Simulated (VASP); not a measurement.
# Pt (Cmcm) in VASP: further runs

Runs on Pt. Level: PBE. Tasks: single point.

Everything below comes from runs of VASP 6.6.1. Logs are shortened: lines on timing, memory, paths and dates and some standing lists are left out, and cuts for length are marked.

**1. The cell of the first run**

The structure is orthorhombic, space group Cmcm (No. 63). The conventional cell has a = 3.916 Å, b = 3.916 Å, c = 3.916 Å, α = 90.00°, β = 90.00°, γ = 90.00°. Pt (site symmetry m2m) has 12 Pt at 2.38 to 3.22 Å within 3.3 Å.

**2. Single point, PBE (atoms displaced along a vibrational mode)**

The input, INCAR:

```
PREC = Accurate
ENCUT = 520
EDIFF = 1E-6
ISMEAR = 0
SIGMA = 0.15
LREAL = False
LASPH = True
NELM = 80
ALGO = Fast
ISIF = 2
LWAVE = False
LCHARG = False
GGA = PE
NBANDS = 17
```

The input, KPOINTS:

```
Automatic mesh
0
Gamma
  18 18 12
```

The input, POSCAR:

```
Pt
1.0
    0.0000000000     -1.9579000000     -1.9579000000
    0.0000000000      1.9579000000     -1.9579000000
    3.9158000000      0.0000000000      0.0000000000
Pt
2
Direct
    0.4233873027      0.4233873027      0.5000000000
    0.0766126973      0.0766126973      0.0000000000
```

Potentials or basis: VASP PAW PBE potentials, release 64 (Pt).

The run is started by

```bash
cat potpaw_PBE.64/Pt/POTCAR > POTCAR
mpirun -np 1 vasp_std > vasp.out
```

OUTCAR:

```text
PREC = Accurate
   ENCUT = 520
   EDIFF = 1E-6
   ISMEAR = 0
   LREAL = False
   LASPH = True
   NELM = 80
   ISIF = 2
   GGA = PE

 ion  position               nearest neighbor table
   1  0.423  0.423  0.500-   2 2.38   2 2.38   2 2.83   2 2.83   2 2.83   2 2.83   2 3.22   2 3.22

   2  0.077  0.077  0.000-   1 2.38   1 2.38   1 2.83   1 2.83   1 2.83   1 2.83   1 3.22   1 3.22

  LATTYP: Found a simple tetragonal cell.
 ALAT       =     2.7688887338
 C/A-ratio  =     1.4142135624

  Lattice vectors:

 A1 = (   0.0000000000,  -1.9579000000,  -1.9579000000)
 A2 = (   0.0000000000,   1.9579000000,  -1.9579000000)
 A3 = (   3.9158000000,   0.0000000000,   0.0000000000)

Analysis of symmetry for initial positions (statically):
=====================================================================
 Subroutine PRICEL returns:
 Original cell was already a primitive cell.

 Routine SETGRP: Setting up the symmetry group for a
 simple tetragonal supercell.

 Subroutine GETGRP returns: Found  8 space group operations
 (whereof  4 operations were pure point group operations)
 out of a pool of 16 trial point group operations.

The static configuration has the point symmetry C_2v.
 The point group associated with its full space group is D_2h.

Analysis of symmetry for dynamics (positions and initial velocities):
=====================================================================
 Subroutine PRICEL returns:
 Original cell was already a primitive cell.

 Routine SETGRP: Setting up the symmetry group for a
 simple tetragonal supercell.

 Subroutine GETGRP returns: Found  8 space group operations
 (whereof  4 operations were pure point group operations)
 out of a pool of 16 trial point group operations.

The dynamic configuration has the point symmetry C_2v.
 The point group associated with its full space group is D_2h.

 Subroutine INISYM returns: Found  8 space group operations
 (whereof  4 operations are pure point group operations),
 and found     1 'primitive' translations

----------------------------------------------------------------------------------------

                                     Primitive cell

  volume of cell :      30.0214

  direct lattice vectors                    reciprocal lattice vectors
     0.000000000 -1.957900000 -1.957900000     0.000000000 -0.255375658 -0.255375658
     0.000000000  1.957900000 -1.957900000     0.000000000  0.255375658 -0.255375658
     3.915800000  0.000000000  0.000000000     0.255375658  0.000000000  0.000000000

[... 78 lines left out ...]
   LNONCOLLINEAR =      F non collinear calculations
   LSORBIT =      F    spin-orbit coupling
   LASPH  =      T    aspherical Exc in radial PAW
   ENCUT  =  520.0 eV  38.22 Ry    6.18 a.u.   5.15  5.15  7.28*2*pi/ulx,y,z
   NELM   =     80;   NELMIN=  2; NELMDL= -5     # of ELM steps
   EDIFF  = 0.1E-05   stopping-criterion for ELM
   LREAL  =      F    real-space projection
   EDIFFG = 0.1E-04   stopping-criterion for IOM
   NSW    =      0    number of steps for IOM
   IBRION =     -1    ionic relax: 0-MD 1-quasi-New 2-CG
   NFREE  =      0    steps in history (QN), initial steepest desc. (CG)
   ISIF   =      2    stress and relaxation
   ISYM   =      2    0-nonsym 1-usesym 2-fastsym
   POTIM  = 0.5000    time-step for ionic-motion
   TEBEG  =    0.0;   TEEND  =   0.0 temperature during run
   PSTRESS=    0.0 pullay stress
   NELECT =      20.0000    total number of electrons
   NUPDOWN=      -1.0000    fix difference up-down
   EMIN   =  10.00;   EMAX   =-10.00  energy-range for DOS
   EFERMI =   0.00;   METHOD = LEGACY
   ISMEAR =     0;   SIGMA  =   0.15  broadening in eV -4-tet -1-fermi 0-gaus
   EFERMI_NEDOS =   21; number of points for ismear=-14 and -15
   IALGO  =     68    algorithm
   IMIX   =      4    mixing-type and parameters
     AMIX     =   0.40;   BMIX     =  1.00
     AMIX_MAG =   1.60;   BMIX_MAG =  1.00
  volume/ion in A,a.u.               =      15.01       101.30
  Fermi-wavevector in a.u.,A,eV,Ry     =   1.429797  2.701924 27.814648  2.044319
  Thomas-Fermi vector in A             =   2.549712
   LORBIT       =      0    0 simple, 1 ext, 2 COOP (PROOUT), +10 PAW based schemes
   GGA     = PE    functional components
   LHFCALC =     F    Hartree Fock is set to
   AEXX    =    0.0000 exact exchange contribution
   IVDW    =     0    specifies the selected vdW correction
   LEPSILON=     F    determine dielectric tensor
   LRPA    =     F    only Hartree local field effects (RPA)
 non-spin polarized calculation
 RMM-DIIS sequential band-by-band and
 Gauss-broadening in eV      SIGMA  =   0.15
  energy-cutoff  :      520.00
  volume of cell :       30.02
 maximum number of plane-waves:       830
 NGX is ok and might be reduce to    24
   NGX = 11   NGY = 11   NGZ = 15

 number of electron      20.0000001 magnetization

 Free energy of the ion-electron system (eV)
  ---------------------------------------------------
  ext. energy  EPLUGINS =         0.00000000
  ---------------------------------------------------
  free energy    TOTEN  =       -11.01727573 eV

  energy without entropy =      -10.98428306  energy(sigma->0) =      -11.00077940

 E-fermi :  11.4749     XC(G=0): -13.4497

 val. band max:       11.4743376129   @ k =   0.5000   0.1667   0.3333
 cond. band min:      11.4767701145   @ k =   0.5000   0.4444   0.0833
 fundamental gap:      0.0024325016
 Fermi energy:        11.4748845024

 k-point     1 :       0.0000    0.0000    0.0000
  band No.  band energies     occupation
      1       1.1246      2.00000
      2       4.2178      2.00000
      3       5.1042      2.00000
      4       6.8275      2.00000
      5       6.9664      2.00000
      6       8.4137      2.00000
[... 457 lines left out ...]
      4       6.6661      2.00000
      5       6.6885      2.00000
      6       7.1353      2.00000
[... 9 lines left out ...]
     16      27.1424      0.00000
     17      27.7185      0.00000

 [... further k-points ...]
[... 5 lines left out ...]
  --------------------------------------------------------------------------------------
  -------------------------------------------------------------------------------------
  Total       11.8496917      2.0678599      6.3275711      0.0000000      0.0000000      0.0000000
  in kB      632.3916422    110.3570745    337.6883707      0.0000000      0.0000000      0.0000000
  external PRESSURE =     360.1456958 kB  Pullay stress =       0.0000000 kB

 VOLUME and BASIS-vectors are now :
 -----------------------------------------------------------------------------
  energy-cutoff  :      520.00
  volume of cell :       30.02
      direct lattice vectors                 reciprocal lattice vectors
     0.000000000 -1.957900000 -1.957900000     0.000000000 -0.255375658 -0.255375658
     0.000000000  1.957900000 -1.957900000     0.000000000  0.255375658 -0.255375658
     3.915800000  0.000000000  0.000000000     0.255375658  0.000000000  0.000000000

 POSITION                                       TOTAL-FORCE (eV/Angst)
 -----------------------------------------------------------------------------------
      1.95790      0.00000     -1.65790         0.000000      0.000000     -4.028460
      0.00000      0.00000     -0.30000         0.000000      0.000000      4.028460
 -----------------------------------------------------------------------------------
    total drift:                                0.000000     -0.000000     -0.000000

  FREE ENERGIE OF THE ION-ELECTRON SYSTEM (eV)
  ---------------------------------------------------
  free  energy   TOTEN  =       -11.0172757343 eV

  energy  without entropy=      -10.9842830614  energy(sigma->0) =      -11.00077940
```

stdout:

```text
POSCAR found type information on POSCAR Pt
 POSCAR found :  1 types and       2 ions
 scaLAPACK will be used
 LDA part: xc-table for (Slater+PW92), standard interpolation
 POSCAR, INCAR and KPOINTS ok, starting setup
 FFT: planning ... GRIDC
 FFT: planning ... GRID_SOFT
 FFT: planning ... GRID
 WAVECAR not read
 entering main loop
```

Wall time 6.3 min (1 thread of Intel Xeon Platinum 8259CL at 2.50GHz (Skylake/Cascade Lake), shared host); peak memory 0.37 GiB.

Results:

| Property | Result |
| --- | --- |
| Free energy | -11.0173 eV |
| Pressure | 36.0 GPa |
| Largest force | 4.028 eV/Å |
| Band gap on the k mesh | zero (bands 10 and 11 overlap by 1.38 eV) |

Forces in eV/Å, atoms in the order of the input:
```
Pt   0.000  0.000 -4.028
Pt   0.000  0.000  4.028
```

Stress tensor (GPa, compression positive):
```
63.24  0.00  0.00
 0.00 11.04  0.00
 0.00  0.00 33.77
```

Caveat: the cell differs from its parent crystal (atoms displaced along a vibrational mode); the cell stands under pressure; spin-orbit coupling is left out, which moves the levels of the heavy elements; forces of over 1 eV/Å act on the atoms, so gaps and moduli don't describe the material at rest.

**3. Single point, PBE (atoms displaced along a vibrational mode)**

The input, INCAR:

```
PREC = Accurate
ENCUT = 520
EDIFF = 1E-7
ISMEAR = 0
SIGMA = 0.15
LREAL = F
LASPH = T
NELM = 80
ALGO = Fast
ISIF = 2
LWAVE = F
LCHARG = F
GGA = PE
NBANDS = 17
```

KPOINTS is that of step 2.

The input, POSCAR:

```
Pt
1.0
    0.0000000000     -1.9579000000     -1.9579000000
    0.0000000000      1.9579000000     -1.9579000000
    3.9158000000      0.0000000000      0.0000000000
Pt
2
Direct
    0.5574595230      0.5574595230      0.5000000000
   -0.0574595230     -0.0574595230      0.0000000000
```

Potentials or basis: VASP PAW PBE potentials, release 64 (Pt).

The run is started by

```bash
cat potpaw_PBE.64/Pt/POTCAR > POTCAR
mpirun -np 1 vasp_std > vasp.out
```

OUTCAR:

```text
PREC = Accurate
   ENCUT = 520
   EDIFF = 1E-7
   ISMEAR = 0
   LREAL = F
   LASPH = T
   NELM = 80
   ISIF = 2
   GGA = PE

 ion  position               nearest neighbor table
   1  0.557  0.557  0.500-   2 2.47   2 2.47   2 2.81   2 2.81   2 2.81   2 2.81   2 3.10   2 3.10

   2  0.943  0.943  0.000-   1 2.47   1 2.47   1 2.81   1 2.81   1 2.81   1 2.81   1 3.10   1 3.10

  LATTYP: Found a simple tetragonal cell.
 ALAT       =     2.7688887338
 C/A-ratio  =     1.4142135624

  Lattice vectors:

 A1 = (   0.0000000000,  -1.9579000000,  -1.9579000000)
 A2 = (   0.0000000000,   1.9579000000,  -1.9579000000)
 A3 = (   3.9158000000,   0.0000000000,   0.0000000000)

Analysis of symmetry for initial positions (statically):
=====================================================================
 Subroutine PRICEL returns:
 Original cell was already a primitive cell.

 Routine SETGRP: Setting up the symmetry group for a
 simple tetragonal supercell.

 Subroutine GETGRP returns: Found  8 space group operations
 (whereof  4 operations were pure point group operations)
 out of a pool of 16 trial point group operations.
[... 161 lines left out ...]
  ext. energy  EPLUGINS =         0.00000000
  ---------------------------------------------------
  free energy    TOTEN  =       -11.53167919 eV

  energy without entropy =      -11.49426083  energy(sigma->0) =      -11.51297001

 E-fermi :  11.4062     XC(G=0): -13.4784

 val. band max:       11.4038393577   @ k =   0.0556   0.0000   0.1667
 cond. band min:      11.4064084703   @ k =   0.3333   0.0556   0.4167
 fundamental gap:      0.0025691127
 Fermi energy:        11.4062450683

 k-point     1 :       0.0000    0.0000    0.0000
  band No.  band energies     occupation
      1       1.1086      2.00000
      2       4.2046      2.00000
      3       4.9257      2.00000
      4       7.1153      2.00000
      5       7.1335      2.00000
      6       8.1015      2.00000
[... 457 lines left out ...]
      4       6.5833      2.00000
      5       6.8515      2.00000
      6       7.3203      2.00000
[... 9 lines left out ...]
     16      27.0823      0.00000
     17      27.5103      0.00000

 [... further k-points ...]
[... 5 lines left out ...]
  --------------------------------------------------------------------------------------
  -------------------------------------------------------------------------------------
  Total        7.3897596      1.9931720      4.7722659      0.0000000      0.0000000      0.0000000
  in kB      394.3750055    106.3711502    254.6851999      0.0000000      0.0000000      0.0000000
  external PRESSURE =     251.8104519 kB  Pullay stress =       0.0000000 kB

 VOLUME and BASIS-vectors are now :
 -----------------------------------------------------------------------------
  energy-cutoff  :      520.00
  volume of cell :       30.02
      direct lattice vectors                 reciprocal lattice vectors
     0.000000000 -1.957900000 -1.957900000     0.000000000 -0.255375658 -0.255375658
     0.000000000  1.957900000 -1.957900000     0.000000000  0.255375658 -0.255375658
     3.915800000  0.000000000  0.000000000     0.255375658  0.000000000  0.000000000

 POSITION                                       TOTAL-FORCE (eV/Angst)
 -----------------------------------------------------------------------------------
      1.95790      0.00000     -2.18290         0.000000      0.000000      2.868994
      0.00000      0.00000     -3.69080         0.000000      0.000000     -2.868994
 -----------------------------------------------------------------------------------
    total drift:                               -0.000000     -0.000000     -0.000000

  FREE ENERGIE OF THE ION-ELECTRON SYSTEM (eV)
  ---------------------------------------------------
  free  energy   TOTEN  =       -11.5316791923 eV

  energy  without entropy=      -11.4942608302  energy(sigma->0) =      -11.51297001
```

Wall time 7.6 min (1 thread of Intel Xeon Platinum 8259CL at 2.50GHz (Skylake/Cascade Lake), shared host); peak memory 0.37 GiB.

What came out:

| Property | Result |
| --- | --- |
| Free energy | -11.5317 eV |
| Pressure | 25.2 GPa |
| Largest force | 2.869 eV/Å |
| Band gap on the k mesh | zero (bands 10 and 11 overlap by 1.26 eV) |

Forces in eV/Å, atoms in the order of the input:
```
Pt   0.000  0.000  2.869
Pt   0.000  0.000 -2.869
```

Stress tensor (GPa, compression positive):
```
39.44  0.00  0.00
 0.00 10.64  0.00
 0.00  0.00 25.47
```

Levels at points of the mesh, in eV from the Fermi level:
```
           k point  band 6  band 7  band 8  band 9  band 10  band 11  band 12  band 13  band 14  band 15
(0.00, 0.00, 0.00)   -3.30   -2.43   -1.15   -0.64    -0.34     0.51     1.82     8.86    12.45    12.48
(0.50, 0.00, 0.00)   -4.27   -2.31   -2.23   -1.77    -0.56     1.11     2.58     9.32    11.18    12.35
(0.50, 0.50, 0.00)   -0.45   -0.12    0.21    0.48     0.71     1.77     3.51     7.66     9.04    11.36
(0.00, 0.00, 0.50)   -4.18   -1.76   -1.76   -1.50    -1.50    -0.36    -0.36    14.55    14.55    15.07
(0.50, 0.00, 0.50)   -3.50   -0.99   -0.99   -0.50    -0.50     0.69     0.69     5.65     5.65    15.14
(0.50, 0.50, 0.50)   -4.67   -1.24   -1.24    0.47     0.47     5.92     5.92     8.35     8.35     8.52
```

Caveat: the cell differs from its parent crystal (atoms displaced along a vibrational mode); the cell stands under pressure; spin-orbit coupling is left out, which moves the levels of the heavy elements; forces of over 1 eV/Å act on the atoms, so gaps and moduli don't describe the material at rest.

**4. Single point, PBE (atoms displaced along a vibrational mode)**

The input, INCAR:

```
SYSTEM = Pt
ALGO = Fast
EDIFF = 1E-6
ENCUT = 520
GGA = PE
ISIF = 2
ISMEAR = 0
LASPH = .TRUE.
LCHARG = .TRUE.
LELF = .TRUE.
LREAL = .FALSE.
LVHAR = .TRUE.
LWAVE = .FALSE.
NBANDS = 17
NELM = 100
PREC = Accurate
SIGMA = 0.15
```

The input, KPOINTS:

```
k-points
0
G
  18 18 12
  0 0 0
```

The input, POSCAR:

```
Pt
1.0
    0.0000000000     -1.9579000000     -1.9579000000
    0.0000000000      1.9579000000     -1.9579000000
    3.9158000000      0.0000000000      0.0000000000
Pt
2
Direct
    0.4616936514      0.4616936514      0.5000000000
    0.0383063486      0.0383063486      0.0000000000
```

The run is started by

```bash
cat potpaw_PBE.64/Pt/POTCAR > POTCAR
mpirun -np 1 vasp_std > vasp.out
```

Wall time 6.8 min (1 thread of Intel Xeon Platinum 8259CL at 2.50GHz (Skylake/Cascade Lake), shared host); peak memory 0.37 GiB.

The run converged. Its results:

```yaml
Free_energy: -11.8877 eV
Pressure: 17.5 GPa
Largest_force: 1.908 eV/Å
Band_gap_on_the_k_mesh: zero (bands 10 and 11 overlap by 1.31 eV)
```

Forces on the atoms (eV/Å):
```
Pt   0.000  0.000 -1.908
Pt   0.000  0.000  1.908
```

Stress tensor (GPa, compression positive):
```
23.56  0.00  0.00
 0.00 10.60  0.00
 0.00  0.00 18.20
```

Levels at points of the mesh, in eV from the Fermi level:
| k point | band 8 | band 9 | band 10 | band 11 | band 12 | band 13 |
| --- | --- | --- | --- | --- | --- | --- |
| (0.00, 0.00, 0.00) | -1.40 | -0.17 | -0.03 | 0.53 | 1.79 | 8.89 |
| (0.50, 0.00, 0.00) | -2.28 | -2.13 | -0.87 | 1.36 | 2.38 | 9.82 |
| (0.50, 0.50, 0.00) | 0.36 | 0.48 | 0.61 | 1.77 | 2.73 | 8.29 |
| (0.00, 0.00, 0.50) | -1.94 | -1.82 | -1.82 | -0.58 | -0.58 | 15.54 |
| (0.50, 0.00, 0.50) | -0.77 | -0.26 | -0.26 | 0.40 | 0.40 | 5.78 |
| (0.50, 0.50, 0.50) | -1.67 | 0.49 | 0.49 | 6.48 | 6.48 | 8.33 |

Caveat: the cell differs from its parent crystal (atoms displaced along a vibrational mode); the cell stands under pressure; spin-orbit coupling is left out, which moves the levels of the heavy elements; forces of over 1 eV/Å act on the atoms, so gaps and moduli don't describe the material at rest.

**5. Single point, PBE (atoms displaced along a vibrational mode)**

The input, INCAR:

```
SYSTEM = Pt
PREC = Accurate ; ENCUT = 520
EDIFF = 1E-7 ; ISMEAR = 0
SIGMA = 0.15 ; LREAL = .False.
LASPH = .True. ; NELM = 100
ALGO = Fast ; ISIF = 2
LWAVE = .False. ; LCHARG = .True.
GGA = PE ; LELF = .True.
LVHAR = .True. ; NBANDS = 17
```

The input, KPOINTS:

```
Automatic mesh
0
Gamma
  18 18 12
  0 0 0
```

The input, POSCAR:

```
Pt
1.0
    0.0000000000     -1.9579000000     -1.9579000000
    0.0000000000      1.9579000000     -1.9579000000
    3.9158000000      0.0000000000      0.0000000000
Pt
2
Direct
    0.5191531743      0.5191531743      0.5000000000
   -0.0191531743     -0.0191531743      0.0000000000
```

The run is started by

```bash
cat potpaw_PBE.64/Pt/POTCAR > POTCAR
mpirun -np 1 vasp_std > vasp.out
```

It took 5 min on 1 thread of Intel Xeon Platinum 8259CL at 2.50GHz (Skylake/Cascade Lake), shared host; peak memory 0.37 GiB.

The run converged. Its results:

```yaml
Free_energy: -12.1036 eV
Pressure: 12.7 GPa
Largest_force: 0.964 eV/Å
Band_gap_on_the_k_mesh: zero (bands 10 and 11 overlap by 1.43 eV)
```

Forces in eV/Å, atoms in the order of the input:
```
Pt   0.000  0.000  0.964
Pt   0.000  0.000 -0.964
```

Stress tensor (GPa, compression positive):
```
14.10  0.00  0.00
 0.00 10.87  0.00
 0.00  0.00 13.00
```

Levels at points of the mesh, in eV from the Fermi level:
```csv
k point,band 7,band 8,band 9,band 10,band 11,band 12,band 13,band 14
"(0.00, 0.00, 0.00)",-1.74,-1.58,-0.04,0.36,0.51,1.77,8.92,11.53
"(0.50, 0.00, 0.00)",-2.57,-2.44,-2.11,-1.30,1.62,2.13,10.30,11.28
"(0.50, 0.50, 0.00)",0.38,0.46,0.49,0.52,1.77,2.07,8.75,8.94
"(0.00, 0.00, 0.50)",-2.09,-2.09,-2.07,-2.07,-0.79,-0.79,16.53,16.53
"(0.50, 0.00, 0.50)",-0.59,-0.59,-0.05,-0.05,0.15,0.15,5.85,5.85
"(0.50, 0.50, 0.50)",-1.94,-1.94,0.50,0.50,6.95,6.95,8.31,8.31
```

Caveat: the cell differs from its parent crystal (atoms displaced along a vibrational mode); the cell stands under pressure; spin-orbit coupling is left out, which moves the levels of the heavy elements.

**6. Overview**

| cell | further INCAR settings | gap on the mesh (eV) | pressure (GPa) | largest force (eV/Å) |
| --- | --- | --- | --- | --- |
| as given, atomic positions A | ALGO = Fast; EDIFF = 1e-06; NBANDS = 17 | none | 36.0 | 4.03 |
| as given, atomic positions B | ALGO = Fast; EDIFF = 1e-07; NBANDS = 17 | none | 25.2 | 2.87 |
| as given, atomic positions C | ALGO = Fast; EDIFF = 1e-06; NBANDS = 17 | none | 17.5 | 1.91 |
| as given, atomic positions D | ALGO = Fast; EDIFF = 1e-07; NBANDS = 17 | none | 12.7 | 0.96 |

Alike in all rows: task single point; level PBE; potentials or basis VASP PAW PBE potentials, release 64 (Pt); no spin polarisation; k mesh 18 × 18 × 12; cutoff (eV) 520; smearing gaussian 0.15 eV.

Caveats: the cell stands under pressure; spin-orbit coupling is left out, which moves the levels of the heavy elements; forces of over 1 eV/Å act on the atoms, so gaps and moduli don't describe the material at rest (at least some runs).

Absolute energies hang on the potentials; compare differences alone.
